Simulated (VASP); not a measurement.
Runs of VASP 6.6.1 on ScBSbP3. The structure is that of space group P4/mmm (No. 123), or close to it. The cells are those of the table. The cell was generated, and may not be a known phase.

```tsv
task	cell	k mesh	cutoff (eV)	gap on the mesh (eV)	pressure (GPa)	relaxed volume (Å³/atom)
relaxation of cell and atoms	relaxed from a = 4.683, b = 4.683, c = 5.212 Å, 6 atoms	4 × 4 × 4	600	none	0.0	22.05
relaxation of cell and atoms	relaxed from a = 4.941, b = 4.941, c = 5.422 Å, 6 atoms	8 × 8 × 8	600	none	0.0	(a)
single point	a = 4.984, b = 4.984, c = 5.342 Å, 6 atoms	8 × 8 × 8	520	none	0.0	-
single point	a = 4.683, b = 4.683, c = 5.212 Å, 6 atoms	4 × 4 × 4	520	none	11.9	-
single point	a = 4.941, b = 4.941, c = 5.422 Å, 6 atoms	4 × 4 × 4	520	none	0.1	-
```

Alike in all rows: level PBE; potentials or basis VASP PAW PBE potentials, release 64 (Sc_sv, B, Sb, P); no spin polarisation; smearing gaussian 0.1 eV.

Question: Fill in the values left out.

Answer: (a) 22.11.

Caveats: spin-orbit coupling is left out, which moves the levels of the heavy elements; the volume moved by over 15 % at a fixed basis, so the end points are rough (at least some runs); the stress differs along the axes, from 8 to 14 GPa (at least some runs).

A k mesh can miss the band edges, and the runs leave out spin-orbit coupling on Sb.

A gap of «none» marks levels without a gap at the run's occupations.
